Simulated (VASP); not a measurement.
Set up this calculation in VASP 6.6.1, as the native input.

* Task: single point
* Functional: PBE
* Potentials or basis: VASP PAW PBE potentials, release 64 (Tl_d, W_sv, Cl)
* Cutoff: 520 eV
* k mesh: 4 × 4 × 4
* Occupations: gaussian, width 0.2 eV
* Spin: collinear spin
* Starting moments: [0.0, 0.63, 0.0, 0.0, 0.0, 0.0, 0.0, 0.0] μB
* Dipole correction: no
* Further INCAR settings: ALGO = Normal; EDIFF = 1e-07; NBANDS = 48

The structure of TlWCl6 lies in POSCAR:

```
TlWCl6
1.0
    0.0000000000      5.5836355000      5.5836355000
    5.5836355000      0.0000000000      5.5836355000
    5.5836355000      5.5836355000      0.0000000000
Tl W Cl
1 1 6
Direct
    0.0000000000      0.0000000000      0.0000000000
    0.5000000000      0.5000000000      0.5000000000
    0.7097770000      0.2902230000      0.2902230000
    0.2902230000      0.7097770000      0.7097770000
    0.2902230000      0.7097770000      0.2902230000
    0.7097770000      0.2902230000      0.7097770000
    0.2902230000      0.2902230000      0.7097770000
    0.7097770000      0.7097770000      0.2902230000
```

The input as run:

INCAR

```
SYSTEM = TlWCl6
  ALGO = Normal
  EDIFF = 1E-7
  ENCUT = 520
  GGA = PE
  ISIF = 2
  ISMEAR = 0
  ISPIN = 2
  LASPH = .True.
  LCHARG = .False.
  LMAXMIX = 4
  LORBIT = 11
  LREAL = .False.
  LWAVE = .False.
  MAGMOM = 0 0.63 0 0 0 0 0 0
  NBANDS = 48
  NELM = 150
  PREC = Accurate
  SIGMA = 0.2
```

KPOINTS

```
k-points
0
Gamma
  4 4 4
  0 0 0
```

Potentials or basis: VASP PAW PBE potentials, release 64 (Tl_d, W_sv, Cl).

The run is started by

```bash
$ cat potpaw_PBE.64/Tl_d/POTCAR potpaw_PBE.64/W_sv/POTCAR potpaw_PBE.64/Cl/POTCAR > POTCAR
$ mpirun -np 1 vasp_std > vasp.out
```

It gave:

- Pressure: 0.0 GPa
- Largest force: 0.004 eV/Å
- Band gap on the k mesh: zero (filled and empty bands overlap)
- Net moment: 1.00 μB per cell
- Site moments: Tl -0.00; W +0.75; Cl +0.01 μB
- Valence electrons inside the program's atomic spheres: Tl 11.07; W 11.68; Cl 5.12

Caveat: spin-orbit coupling is left out, which moves the levels of the heavy elements.

It took 14 min on 1 thread of Intel Xeon 8259CL, with other jobs on the host, peak memory 0.78 GiB.
